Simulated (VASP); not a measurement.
Sb: single point with r2SCAN

Sb:

```
CELL_PARAMETERS angstrom
2.14999 1.24130 3.70701
-2.14999 1.24130 3.70701
0.00000 -2.48259 3.70701
ATOMIC_POSITIONS crystal
Sb 0.23475 0.23475 0.23475
Sb 0.76525 0.76525 0.76525
```

- Program: VASP 6.6.1
- Task: single point
- Functional: r2SCAN
- Potentials or basis: VASP PAW PBE potentials, release 64 (Sb)
- Cutoff: 520 eV
- k mesh: 12 × 12 × 12
- Occupations: gaussian, width 0.1 eV
- Spin: no spin polarisation

The pressure is 2.4 GPa and the largest force is 0.044 eV/Å. The band gap on the k mesh is zero (bands 5 and 6 overlap by 0.22 eV).

Forces on the atoms (eV/Å):
```
Sb   0.000  0.000  0.044
Sb   0.000  0.000 -0.044
```

Stress tensor (GPa, compression positive):
```
2.48 0.00 0.00
0.00 2.48 0.00
0.00 0.00 2.36
```

Levels at points of the mesh, in eV from the Fermi level:
```
           k point  band 3  band 4  band 5  band 6  band 7  band 8
(0.00, 0.00, 0.00)   -2.30   -2.08   -2.08    2.26    2.85    2.85
(0.50, 0.00, 0.00)   -2.12   -1.95   -0.41   -0.07    0.33    0.34
(0.50, 0.50, 0.00)   -5.87   -4.12   -4.06    1.70    5.28    5.85
(0.50, 0.50, 0.50)   -1.51   -1.51   -0.33   -0.06   -0.06    1.20
```

It took 3.2 min on 1 thread of Intel(R) Xeon(R) 6975P-C (Granite Rapids), with other jobs on the host, peak memory 0.28 GiB.

Caveat: the PAW data sets were made with another functional, which shifts forces and pressure a little; spin-orbit coupling is left out, which moves the levels of the heavy elements.
